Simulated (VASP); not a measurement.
# AlH4 (P1) in VASP: further runs

Runs on AlH4. Level: PBE. Tasks: single point, relaxation of cell and atoms.

Everything below comes from runs of VASP 6.6.1. Logs are shortened: lines on timing, memory, paths and dates and some standing lists are left out, and cuts for length are marked.

### Step 1. The cell of the first run

The typed cell holds 10 atoms: a = 2.596 Å, b = 3.648 Å, c = 10.003 Å, α = 98.76°, β = 91.29°, γ = 90.17°.

### Step 2. Single point, PBE

Contents of INCAR:

```
SYSTEM = AlH4
ALGO = Normal
EDIFF = 1E-6
ENCUT = 520
GGA = PE
ISIF = 2
ISMEAR = 0
LASPH = .True.
LCHARG = .True.
LELF = .True.
LREAL = .False.
LVHAR = .True.
LWAVE = .False.
NBANDS = 18
NELM = 100
PREC = Accurate
SIGMA = 0.1
```

Contents of KPOINTS:

```
k-points
0
Gamma
  6 6 2
  0 0 0
```

Contents of POSCAR:

```
AlH4
1.0
    2.5958917975      0.0000000000      0.0000000000
   -0.0105701982      3.6484285132      0.0000000000
   -0.2258443807     -1.5240060914      9.8839724320
Al H
2 8
Direct
    0.8943531519      0.5911368317      0.2640333775
    0.9137247816      0.1534937159      0.7085772436
    0.9073189795      0.4112429200      0.3989797126
    0.4243270568      0.2039989198      0.8288371922
    0.9102725953      0.9024361948      0.0379417745
    0.9139026760      0.6544229453      0.7124440143
    0.3863892417      0.3648236622      0.1593408355
    0.4034077434      0.1040232154      0.5920165942
    0.3975652999      0.9110129780      0.2890693887
    0.8487384739      0.7034086170      0.0087598668
```

Potentials or basis: VASP PAW PBE potentials, release 64 (Al, H).

On the command line:

```console
$ cat potpaw_PBE.64/Al/POTCAR potpaw_PBE.64/H/POTCAR > POTCAR
$ mpirun -np 1 vasp_std > vasp.out
```

OUTCAR:

```text
SYSTEM = AlH4
   EDIFF = 1E-6
   ENCUT = 520
   GGA = PE
   ISIF = 2
   ISMEAR = 0
   LASPH = .True.
   LREAL = .False.
   NELM = 100
   PREC = Accurate

 ion  position               nearest neighbor table
   1  0.894  0.591  0.264-   3 1.59   9 1.74   9 1.74   7 1.78   7 1.79
   2  0.914  0.153  0.709-   8 1.74   8 1.74   4 1.76   4 1.76   6 1.82   6 1.83
   3  0.907  0.411  0.399-   1 1.59
   4  0.424  0.204  0.829-   2 1.76   2 1.76
   5  0.910  0.902  0.038-  10 0.76
   6  0.914  0.654  0.712-   2 1.82   2 1.83
   7  0.386  0.365  0.159-   1 1.78   1 1.79
   8  0.403  0.104  0.592-   2 1.74   2 1.74
   9  0.398  0.911  0.289-   1 1.74   1 1.74
  10  0.849  0.703  0.009-   5 0.76

  LATTYP: Found a triclinic cell.
 ALAT       =    10.1124662430
 B/A-ratio  =     0.3607867495
 C/A-ratio  =     0.2567021471
 COS(alpha) =     0.0028971799
 COS(beta)  =     0.0233785284
 COS(gamma) =     0.2101464065

  Lattice vectors:

 A1 = (  -0.2364145789,   2.1244224218,   9.8839724320)
 A2 = (  -0.0105701982,   3.6484285132,   0.0000000000)
 A3 = (  -2.5958917975,   0.0000000000,   0.0000000000)

Analysis of symmetry for initial positions (statically):
=====================================================================
 Subroutine PRICEL returns:
 Original cell was already a primitive cell.

 Routine SETGRP: Setting up the symmetry group for a
 triclinic supercell.

 Subroutine GETGRP returns: Found  1 space group operations
 (whereof  1 operations were pure point group operations)
 out of a pool of  2 trial point group operations.

The static configuration has the point symmetry C_1 .

Analysis of symmetry for dynamics (positions and initial velocities):
=====================================================================
 Subroutine PRICEL returns:
 Original cell was already a primitive cell.

 Routine SETGRP: Setting up the symmetry group for a
 triclinic supercell.

 Subroutine GETGRP returns: Found  1 space group operations
 (whereof  1 operations were pure point group operations)
 out of a pool of  2 trial point group operations.

The dynamic configuration has the point symmetry C_1 .

 Subroutine INISYM returns: Found  1 space group operations
 (whereof  1 operations are pure point group operations),
 and found     1 'primitive' translations

----------------------------------------------------------------------------------------

                                     Primitive cell

  volume of cell :      93.6104

  direct lattice vectors                    reciprocal lattice vectors
     2.595891798  0.000000000  0.000000000     0.385224069  0.001116068  0.008974285
    -0.010570198  3.648428513  0.000000000     0.000000000  0.274090611  0.042261931
    -0.225844381 -1.524006091  9.883972432     0.000000000  0.000000000  0.101173896

  length of vectors
     2.595891798  3.648443825 10.003325012     0.385330204  0.277329648  0.101173896

  position of ions in fractional coordinates (direct lattice)
     0.894353152  0.591136832  0.264033377
     0.913724782  0.153493716  0.708577244
     0.907318979  0.411242920  0.398979713
     0.424327057  0.203998920  0.828837192
     0.910272595  0.902436195  0.037941774
     0.913902676  0.654422945  0.712444014
     0.386389242  0.364823662  0.159340835
     0.403407743  0.104023215  0.592016594
     0.397565300  0.911012978  0.289069389
     0.848738474  0.703408617  0.008759867

  ion indices of the primitive-cell ions
   primitive index   ion index
                 1           1
                 2           2
                 3           3
                 4           4
                 5           5
                 6           6
                 7           7
                 8           8
                 9           9
                10          10

----------------------------------------------------------------------------------------

 KPOINTS: k-points

Automatic generation of k-mesh.
 Grid dimensions read from file:
 generate k-points for:    6    6    2

 Generating k-lattice:

  Cartesian coordinates                     Fractional coordinates (reciprocal lattice)
     0.064204011  0.000186011  0.001495714     0.166666667  0.000000000  0.000000000
     0.000000000  0.045681768  0.007043655     0.000000000  0.166666667  0.000000000
     0.000000000  0.000000000  0.050586948     0.000000000  0.000000000  0.500000000

  Length of vectors
     0.064221701  0.046221608  0.050586948

  Shift w.r.t. Gamma in fractional coordinates (k-lattice)
     0.000000000  0.000000000  0.000000000

 Subroutine IBZKPT returns following result:
 ===========================================

 Found     40 irreducible k-points:

 Following reciprocal coordinates:
            Coordinates               Weight
  0.000000  0.000000  0.000000      1.000000
  0.166667  0.000000  0.000000      2.000000
  0.333333  0.000000  0.000000      2.000000
  0.500000 -0.000000  0.000000      1.000000
  0.000000  0.166667  0.000000      2.000000
  0.166667  0.166667 -0.000000      2.000000
[... 16 lines left out ...]
  0.333333  0.000000  0.500000      2.000000
  0.500000 -0.000000  0.500000      1.000000
 [... further k-points ...]
   k-points           NKPTS =     40   k-points in BZ     NKDIM =     40   number of bands    NBANDS=     18
   number of dos      NEDOS =    301   number of ions     NIONS =     10
   total plane-waves  NPLWV =  44800
   dimension x,y,z NGX =    20 NGY =   28 NGZ =   80
   dimension x,y,z NGXF=    40 NGYF=   56 NGZF=  160
   ions per type =               2   8
   NGX,Y,Z   is equivalent  to a cutoff of  12.81, 12.76, 13.30 a.u.
   NGXF,Y,Z  is equivalent  to a cutoff of  25.62, 25.52, 26.59 a.u.
 SYSTEM =  AlH4
   PREC   = accura    normal or accurate (medium, high low for compatibility)
   ISTART =      0    job   : 0-new  1-cont  2-samecut
   ICHARG =      2    charge: 1-file 2-atom 10-const
   ISPIN  =      1    spin polarized calculation?
   LNONCOLLINEAR =      F non collinear calculations
   LSORBIT =      F    spin-orbit coupling
   LASPH  =      T    aspherical Exc in radial PAW
   ENCUT  =  520.0 eV  38.22 Ry    6.18 a.u.   4.83  6.78 18.60*2*pi/ulx,y,z
   NELM   =    100;   NELMIN=  2; NELMDL= -5     # of ELM steps
   EDIFF  = 0.1E-05   stopping-criterion for ELM
   LREAL  =      F    real-space projection
   EDIFFG = 0.1E-04   stopping-criterion for IOM
   NSW    =      0    number of steps for IOM
   IBRION =     -1    ionic relax: 0-MD 1-quasi-New 2-CG
   NFREE  =      0    steps in history (QN), initial steepest desc. (CG)
   ISIF   =      2    stress and relaxation
   ISYM   =      2    0-nonsym 1-usesym 2-fastsym
   POTIM  = 0.5000    time-step for ionic-motion
   TEBEG  =    0.0;   TEEND  =   0.0 temperature during run
   PSTRESS=    0.0 pullay stress
   NELECT =      14.0000    total number of electrons
   NUPDOWN=      -1.0000    fix difference up-down
   EMIN   =  10.00;   EMAX   =-10.00  energy-range for DOS
   EFERMI =   0.00;   METHOD = LEGACY
   ISMEAR =     0;   SIGMA  =   0.10  broadening in eV -4-tet -1-fermi 0-gaus
   EFERMI_NEDOS =   21; number of points for ismear=-14 and -15
   IALGO  =     38    algorithm
   IMIX   =      4    mixing-type and parameters
     AMIX     =   0.40;   BMIX     =  1.00
     AMIX_MAG =   1.60;   BMIX_MAG =  1.00
  volume/ion in A,a.u.               =       9.36        63.17
  Fermi-wavevector in a.u.,A,eV,Ry     =   0.868979  1.642133 10.274104  0.755125
  Thomas-Fermi vector in A             =   1.987736
   LORBIT       =      0    0 simple, 1 ext, 2 COOP (PROOUT), +10 PAW based schemes
   GGA     = PE    functional components
   LHFCALC =     F    Hartree Fock is set to
   AEXX    =    0.0000 exact exchange contribution
   IVDW    =     0    specifies the selected vdW correction
   LEPSILON=     F    determine dielectric tensor
   LRPA    =     F    only Hartree local field effects (RPA)
 non-spin polarized calculation
 Gauss-broadening in eV      SIGMA  =   0.10
  energy-cutoff  :      520.00
  volume of cell :       93.61
 maximum number of plane-waves:      2540
   NGX =  9   NGY = 13   NGZ = 37

 number of electron      14.0000000 magnetization

 Free energy of the ion-electron system (eV)
  ---------------------------------------------------
  ext. energy  EPLUGINS =         0.00000000
  ---------------------------------------------------
  free energy    TOTEN  =       -33.44084616 eV

  energy without entropy =      -33.44084616  energy(sigma->0) =      -33.44084616

 E-fermi :   0.4820     XC(G=0):  -7.8810

 val. band max:        0.0262049199   @ k =   0.5000  -0.0000   0.0000
 cond. band min:       1.3790453999   @ k =   0.5000   0.5000   0.5000
 fundamental gap:      1.3528404800
 Fermi energy:         0.4820015584

 k-point     1 :       0.0000    0.0000    0.0000
  band No.  band energies     occupation
      1      -8.9562      2.00000
      2      -8.4997      2.00000
      3      -6.4237      2.00000
      4      -3.6456      2.00000
      5      -2.7986      2.00000
      6      -0.9762      2.00000
[... 10 lines left out ...]
     17      12.7497      0.00000
     18      13.4015      0.00000

 k-point     2 :       0.1667    0.0000    0.0000
  band No.  band energies     occupation
      1      -8.4110      2.00000
      2      -7.9441      2.00000
      3      -6.0325      2.00000
      4      -3.2097      2.00000
      5      -2.3966      2.00000
      6      -0.6631      2.00000
[... 10 lines left out ...]
     17      10.5854      0.00000
     18      11.4188      0.00000

 k-point     3 :       0.3333    0.0000    0.0000
  band No.  band energies     occupation
      1      -6.8730      2.00000
      2      -6.3504      2.00000
      3      -5.1157      2.00000
      4      -2.1422      2.00000
      5      -1.4829      2.00000
      6      -1.2799      2.00000
[... 10 lines left out ...]
     17      10.4912      0.00000
     18      10.8759      0.00000

 k-point     4 :       0.5000   -0.0000    0.0000
  band No.  band energies     occupation
      1      -5.1130      2.00000
      2      -4.9919      2.00000
      3      -4.4478      2.00000
      4      -3.1978      2.00000
      5      -2.0648      2.00000
      6      -1.0356      2.00000
[... 10 lines left out ...]
     17      10.1761      0.00000
     18      10.3271      0.00000

 k-point     5 :       0.0000    0.1667    0.0000
  band No.  band energies     occupation
      1      -8.7001      2.00000
      2      -8.2622      2.00000
      3      -6.2729      2.00000
      4      -3.6135      2.00000
      5      -2.9089      2.00000
      6      -1.7968      2.00000
[... 10 lines left out ...]
     17      13.3621      0.00000
     18      13.6619      0.00000

 k-point     6 :       0.1667    0.1667   -0.0000
  band No.  band energies     occupation
      1      -8.1546      2.00000
      2      -7.7103      2.00000
      3      -5.8899      2.00000
      4      -3.1850      2.00000
      5      -2.4806      2.00000
      6      -1.4913      2.00000
[... 307 lines left out ...]
 k-point    21 :       0.0000    0.0000    0.5000
  band No.  band energies     occupation
      1      -8.8770      2.00000
      2      -8.6231      2.00000
      3      -6.2775      2.00000
      4      -4.0302      2.00000
      5      -2.4840      2.00000
      6      -0.9404      2.00000
[... 10 lines left out ...]
     17      13.0382      0.00000
     18      13.3336      0.00000

 k-point    22 :       0.1667    0.0000    0.5000
  band No.  band energies     occupation
      1      -8.3360      2.00000
      2      -8.0643      2.00000
      3      -5.9010      2.00000
      4      -3.5405      2.00000
      5      -2.1330      2.00000
      6      -0.6264      2.00000
[... 10 lines left out ...]
     17      11.7764      0.00000
     18      12.3591      0.00000

 k-point    23 :       0.3333    0.0000    0.5000
  band No.  band energies     occupation
      1      -6.8178      2.00000
      2      -6.4551      2.00000
      3      -5.0306      2.00000
      4      -2.2367      2.00000
      5      -1.4454      2.00000
      6      -1.2864      2.00000
[... 10 lines left out ...]
     17      10.1606      0.00000
     18      11.1957      0.00000

 k-point    24 :       0.5000   -0.0000    0.5000
  band No.  band energies     occupation
      1      -5.1129      2.00000
      2      -4.9813      2.00000
      3      -4.4611      2.00000
      4      -3.2237      2.00000
      5      -2.0263      2.00000
      6      -0.9775      2.00000
[... 10 lines left out ...]
     17      10.2040      0.00000
     18      10.3796      0.00000

 [... further k-points ...]

------------------------ aborting loop because EDIFF is reached ----------------------------------------

  FORCE on cell =-STRESS in cart. coord.  units (eV):
  Direction    XX          YY          ZZ          XY          YZ          ZX
  --------------------------------------------------------------------------------------
  -------------------------------------------------------------------------------------
  Total       -0.0980783     -0.0381409      0.1984668      0.0042227      0.0693242      0.0161774
  in kB       -1.6786482     -0.6527964      3.3968345      0.0722728      1.1865105      0.2768816
  external PRESSURE =       0.3551300 kB  Pullay stress =       0.0000000 kB

 VOLUME and BASIS-vectors are now :
 -----------------------------------------------------------------------------
  energy-cutoff  :      520.00
  volume of cell :       93.61
      direct lattice vectors                 reciprocal lattice vectors
     2.595891798  0.000000000  0.000000000     0.385224069  0.001116068  0.008974285
    -0.010570198  3.648428513  0.000000000     0.000000000  0.274090611  0.042261931
    -0.225844381 -1.524006091  9.883972432     0.000000000  0.000000000  0.101173896

 POSITION                                       TOTAL-FORCE (eV/Angst)
 -----------------------------------------------------------------------------------
      2.25577      1.75433      2.60970         0.006439      0.061604     -0.086930
      2.21028     -0.51987      7.00356         0.000906     -0.007089      0.049413
      2.26085      0.89234      3.94350        -0.000621      0.021057     -0.054650
      0.91216     -0.51888      8.19220        -0.000817      0.002758     -0.039472
      2.34486      3.23465      0.37502         0.001436     -0.027059     -0.006608
      2.20457      1.30185      7.04178         0.000591      0.010044     -0.020296
      0.96318      1.08820      1.57492        -0.005965     -0.126916      0.048239
      0.91240     -0.52272      5.85148        -0.001313     -0.003838     -0.010015
      0.95712      2.88322      2.85715        -0.001294      0.043386      0.105088
      2.19382      2.55299      0.08658         0.000638      0.026054      0.015231
 -----------------------------------------------------------------------------------
    total drift:                                0.000051     -0.000200      0.000202

  FREE ENERGIE OF THE ION-ELECTRON SYSTEM (eV)
  ---------------------------------------------------
  free  energy   TOTEN  =       -33.4408461559 eV

  energy  without entropy=      -33.4408461559  energy(sigma->0) =      -33.44084616
```

Run time: 39 s. Hardware: 1 thread of Intel Xeon Platinum 8559C (Emerald Rapids), shared host; peak memory 0.22 GiB.

Results:

```yaml
Free_energy: -33.4408 eV
Pressure: 0.0 GPa
Largest_force: 0.136 eV/Å
Band_gap_on_the_k_mesh: 1.35 eV (least direct gap 2.05 eV)
```

Forces in eV/Å, atoms in the order of the input:
```
Al   0.006  0.062 -0.087
Al   0.001 -0.007  0.049
H   -0.001  0.021 -0.055
H   -0.001  0.003 -0.039
H    0.001 -0.027 -0.007
H    0.001  0.010 -0.020
H   -0.006 -0.127  0.048
H   -0.001 -0.004 -0.010
H   -0.001  0.043  0.105
H    0.001  0.026  0.015
```

### Step 3. Relaxation of cell and atoms, PBE

Contents of INCAR:

```
PREC = Accurate ; ENCUT = 600
EDIFF = 1E-6 ; ISMEAR = 0
SIGMA = 0.1 ; LREAL = False
LASPH = True ; NELM = 100
ALGO = Normal ; ISIF = 3
LWAVE = False ; LCHARG = False
GGA = PE ; IBRION = 2
NSW = 90 ; EDIFFG = -0.04
```

Contents of KPOINTS:

```
Automatic mesh
0
Gamma
  6 6 2
```

POSCAR is that of step 2.

Potentials or basis: VASP PAW PBE potentials, release 64 (Al, H).

On the command line:

```console
$ cat potpaw_PBE.64/Al/POTCAR potpaw_PBE.64/H/POTCAR > POTCAR
$ mpirun -np 1 vasp_std > vasp.out
```

It took 14 min on 1 thread of Intel Xeon Platinum 8559C (Emerald Rapids), shared host; peak memory 0.26 GiB.

Results (log left out):

```yaml
Free_energy: -33.4762 eV
Relaxed_volume: 10.53 Å³/atom
Relaxed_cell: a = 2.596 Å, b = 3.621 Å, c = 11.360 Å, α = 99.59°, β = 91.01°, γ = 90.04°
Space_group_after_relaxing_to_0.1_Å: P1 (No. 1)
Energy_gained_by_relaxing: 3.1 meV/atom
Ionic_steps: 58
Pressure_after_relaxing: -0.1 GPa
Largest_force_after_relaxing: 0.036 eV/Å
Band_gap_on_the_k_mesh: 1.61 eV (least direct gap 2.12 eV)
```

Forces on the atoms (eV/Å):
```
Al  -0.002 -0.011  0.006
Al  -0.002 -0.001  0.028
H   -0.001  0.010  0.000
H    0.002  0.014 -0.033
H    0.013  0.005 -0.003
H    0.000 -0.002 -0.006
H   -0.001  0.011 -0.001
H    0.001 -0.010  0.001
H    0.002 -0.009  0.017
H   -0.011 -0.007 -0.010
```

Stress tensor (GPa, compression positive):
```
-0.12 -0.01  0.00
-0.01 -0.02  0.05
 0.00  0.05 -0.05
```

The path:
```tsv
step	energy change (eV)	largest force (eV/Å)	pressure (GPa)	volume (Å³)
1	0.0000	0.1357	0.15	93.61
3	-0.0034	0.2079	0.11	93.89
5	-0.0052	0.1179	-0.04	94.09
7	-0.0069	0.0631	0.13	94.18
9	-0.0075	0.0560	0.16	94.28
11	-0.0091	0.1803	0.18	94.99
13	-0.0100	0.1253	0.19	94.91
15	-0.0121	0.2628	0.33	95.87
17	-0.0135	0.1740	0.28	96.28
19	-0.0144	0.1624	0.19	97.05
21	-0.0167	0.0824	0.09	97.38
23	-0.0193	0.0784	0.01	98.01
25	-0.0202	0.0897	0.05	98.24
27	-0.0207	0.1572	0.02	99.21
29	-0.0224	0.0926	0.02	98.95
31	-0.0231	0.0842	0.08	99.11
33	-0.0242	0.0692	0.17	99.52
35	-0.0249	0.0684	0.03	100.03
37	-0.0251	0.0582	0.01	100.15
39	-0.0259	0.0800	-0.16	101.37
41	-0.0263	0.0512	-0.10	101.18
43	-0.0270	0.1133	-0.06	101.63
45	-0.0276	0.1214	-0.09	102.41
47	-0.0281	0.0817	-0.04	102.30
49	-0.0289	0.0874	0.33	103.49
51	-0.0297	0.0442	0.20	103.50
53	-0.0306	0.0782	0.03	104.62
55	-0.0306	0.0832	-0.01	104.73
57	-0.0311	0.0427	-0.10	105.23
58	-0.0313	0.0355	-0.06	105.26
```

Final structure:
```
CELL_PARAMETERS angstrom
2.59580 0.00293 0.00390
-0.00636 3.62004 -0.06612
-0.21453 -1.68743 11.23195
ATOMIC_POSITIONS crystal
Al 0.89401 0.59897 0.26965
Al 0.91347 0.15292 0.70589
H 0.90381 0.41138 0.38614
H 0.42150 0.20649 0.81160
H 0.93521 0.89113 0.03499
H 0.91351 0.65397 0.70780
H 0.38665 0.36233 0.17666
H 0.40536 0.10044 0.60236
H 0.39631 0.92098 0.29608
H 0.83017 0.70137 0.00881
```

Levels at points of the mesh, in eV from the valence-band top:
```tsv
k point	band 3	band 4	band 5	band 6	band 7	band 8	band 9	band 10	band 11	band 12
(0.00, 0.00, 0.00)	-6.14	-3.60	-3.08	-0.79	-0.42	4.26	5.31	5.69	6.07	7.72
(0.50, 0.00, 0.00)	-4.31	-3.14	-2.09	-0.82	0.00	2.45	4.71	6.34	6.42	7.18
(0.00, 0.50, 0.00)	-5.78	-4.74	-4.34	-3.14	-2.39	3.60	4.04	5.10	6.18	7.77
(0.50, 0.50, 0.00)	-3.71	-1.75	-1.50	-1.08	-0.51	1.61	2.52	4.13	4.92	5.44
(0.00, 0.00, 0.50)	-6.11	-3.77	-2.91	-0.79	-0.43	4.26	4.88	5.80	6.93	7.25
(0.50, 0.00, 0.50)	-4.31	-3.15	-2.08	-0.81	-0.01	2.42	4.77	6.23	6.39	7.41
(0.00, 0.50, 0.50)	-5.78	-4.74	-4.35	-3.13	-2.39	3.52	4.13	5.10	6.38	7.32
(0.50, 0.50, 0.50)	-3.71	-1.75	-1.50	-1.08	-0.51	1.61	2.52	4.12	4.91	5.47
```
